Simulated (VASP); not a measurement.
Write the native input for VASP 6.6.1 that does the following.

```yaml
Task: single point
Functional: PBEsol
Potentials_or_basis: VASP PAW PBE potentials, release 64 (Sn_d)
Cutoff: 520 eV
k_mesh: 14 × 14 × 14
Occupations: fermi-dirac, width 0.08 eV
Spin: no spin polarisation
Dipole_correction: no
Further_INCAR_settings: ALGO = Normal; EDIFF = 1e-07; NBANDS = 21
```

The structure of Sn lies in POSCAR:

```
Sn
1.0
    0.0000000000      3.1375027044      3.1375027044
    3.1375027044      0.0000000000      3.1375027044
    3.1375027044      3.1375027044      0.0000000000
Sn
2
Direct
    0.5000000000      0.5000000000      0.5000000000
    0.7500000000      0.7500000000      0.7500000000
```

This isn't the form of Sn at room conditions, which is tetragonal (white tin).

These files were run (other wordings do the same):

INCAR

```
SYSTEM = Sn
ALGO     = Normal         ! electronic algorithm
EDIFF    = 1E-7           ! SCF threshold, eV
ENCUT    = 520            ! plane-wave cutoff, eV
GGA      = PS             ! functional
ISIF     = 2              ! what is computed and relaxed
ISMEAR   = -1             ! smearing method
LASPH    = .TRUE.         ! aspherical terms in the spheres
LCHARG   = .FALSE.        ! write CHGCAR
LREAL    = .FALSE.        ! projectors in reciprocal space
LWAVE    = .FALSE.        ! write WAVECAR
NBANDS   = 21             ! bands
NELM     = 100            ! most SCF steps
PREC     = Accurate       ! precision mode
SIGMA    = 0.08           ! smearing width, eV
```

KPOINTS

```
k-points
0
G
  14 14 14
  0 0 0
```

Potentials or basis: VASP PAW PBE potentials, release 64 (Sn_d).

Run with:

```console
$ cat potpaw_PBE.64/Sn_d/POTCAR > POTCAR
$ mpirun -np 1 vasp_std > vasp.out
```

Results of the run:

- Pressure: 6.9 GPa
- Band gap on the k mesh: zero (filled and empty bands touch)

Caveat: the cell stands under pressure; the PAW data sets were made with another functional, which shifts forces and pressure a little; spin-orbit coupling is left out, which moves the levels of the heavy elements.

Run time: 56 s on 1 thread of Intel(R) Xeon(R) 6975P-C (Granite Rapids), with other jobs on the host, peak memory 0.26 GiB.
